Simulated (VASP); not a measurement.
## As2Pt: single point with r2SCAN

Crystal: As2Pt.

```
As Pt
1.0
     5.88670    0.00000    0.00000
     0.00000    5.88670    0.00000
     0.00000    0.00000    5.88670
As Pt
8 4
Direct
  0.38405 0.38405 0.38405
  0.11595 0.61595 0.88405
  0.88405 0.11595 0.61595
  0.61595 0.88405 0.11595
  0.61595 0.61595 0.61595
  0.88405 0.38405 0.11595
  0.11595 0.88405 0.38405
  0.38405 0.11595 0.88405
  0.00000 0.00000 0.00000
  0.50000 0.00000 0.50000
  0.50000 0.50000 0.00000
  0.00000 0.50000 0.50000
```

| Quantity | Value |
| --- | --- |
| Program | VASP 6.6.1 |
| Task | single point |
| Functional | r2SCAN |
| Potentials or basis | VASP PAW PBE potentials, release 64 (As, Pt) |
| Cutoff | 550 eV |
| k mesh | 4 × 4 × 4 |
| Occupations | gaussian, width 0.01 eV |
| Spin | no spin polarisation |
| Dipole correction | no |
| Further INCAR settings | ALGO = Normal; EDIFF = 1e-06; NBANDS = 52 |

```json
{
  "Pressure": "11.1 GPa",
  "Largest force": "0.116 eV/Å",
  "Band gap on the k mesh": "0.96 eV (least direct gap 1.40 eV)"
}
```

Forces in eV/Å, atoms in the order of the input:
```
As  -0.067 -0.067 -0.067
As   0.067  0.067 -0.067
As  -0.067  0.067  0.067
As   0.067 -0.067  0.067
As   0.067  0.067  0.067
As  -0.067 -0.067  0.067
As   0.067 -0.067 -0.067
As  -0.067  0.067 -0.067
Pt   0.000  0.000  0.000
Pt   0.000  0.000  0.000
Pt   0.000  0.000  0.000
Pt   0.000  0.000  0.000
```

Levels at points of the mesh, in eV from the valence-band top:
```tsv
k point	band 38	band 39	band 40	band 41	band 42	band 43
(0.00, 0.00, 0.00)	-0.83	-0.83	-0.83	1.24	1.24	1.24
(0.50, 0.00, 0.00)	-1.06	-0.69	-0.69	2.07	2.07	2.23
(0.50, 0.50, 0.00)	-0.35	-0.35	-0.35	2.59	2.59	2.59
(0.50, 0.50, 0.50)	-0.54	-0.54	-0.54	0.96	0.96	0.96
```

Wall time 7.8 min on 1 thread of Intel(R) Xeon(R) Platinum 8259CL CPU @ 2.50GHz (Skylake/Cascade Lake), with other jobs on the host, peak memory 0.41 GiB.

Caveat: the cell stands under pressure; the PAW data sets were made with another functional, which shifts forces and pressure a little; spin-orbit coupling is left out, which moves the levels of the heavy elements. r2SCAN opens gaps a little over a GGA but as a rule still falls short of measured ones.
